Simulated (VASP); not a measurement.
Wanted: the native input for a VASP 6.6.1 run.

```yaml
Task: single point
Functional: PBE
Potentials_or_basis: VASP PAW PBE potentials, release 64 (In_d, S)
Cutoff: 520 eV
k_mesh: 12 × 12 × 10
Occupations: gaussian, width 0.1 eV
Spin: no spin polarisation
Dipole_correction: no
Further_INCAR_settings: ALGO = Normal; EDIFF = 1e-07; NBANDS = 23
```

The structure of In2S lies in POSCAR:

```
In2S
1.0
    3.9431303459      0.0000000000      0.0000000000
    0.0000000000      3.9431303459      0.0000000000
    0.0000000000      0.0000000000      5.4326040576
In S
2 1
Direct
    0.5000000000      0.0000000000      0.6609598328
    0.0000000000      0.5000000000      0.3390401672
    0.0000000000      0.0000000000      0.0000000000
```

The input as run:

INCAR

```
ALGO = Normal
EDIFF = 1E-7
ENCUT = 520
GGA = PE
ISIF = 2
ISMEAR = 0
LASPH = True
LCHARG = True
LELF = True
LREAL = False
LVHAR = True
LWAVE = False
NBANDS = 23
NELM = 60
PREC = Accurate
SIGMA = 0.1
```

KPOINTS

```
k-points
0
Gamma
  12 12 10
```

Potentials or basis: VASP PAW PBE potentials, release 64 (In_d, S).

Run with:

```bash
$ cat potpaw_PBE.64/In_d/POTCAR potpaw_PBE.64/S/POTCAR > POTCAR
$ mpirun -np 1 vasp_std > vasp.out
```

It gave:

The pressure is 0.0 GPa. The band gap on the k mesh is zero (band 16 reaches 6.73 eV, above the bottom of band 17 at 3.86 eV).

Caveat: spin-orbit coupling is left out, which moves the levels of the heavy elements.

It took 3.1 min on 1 thread of Intel(R) Xeon(R) 6975P-C (Granite Rapids), with other jobs on the host, peak memory 0.38 GiB.
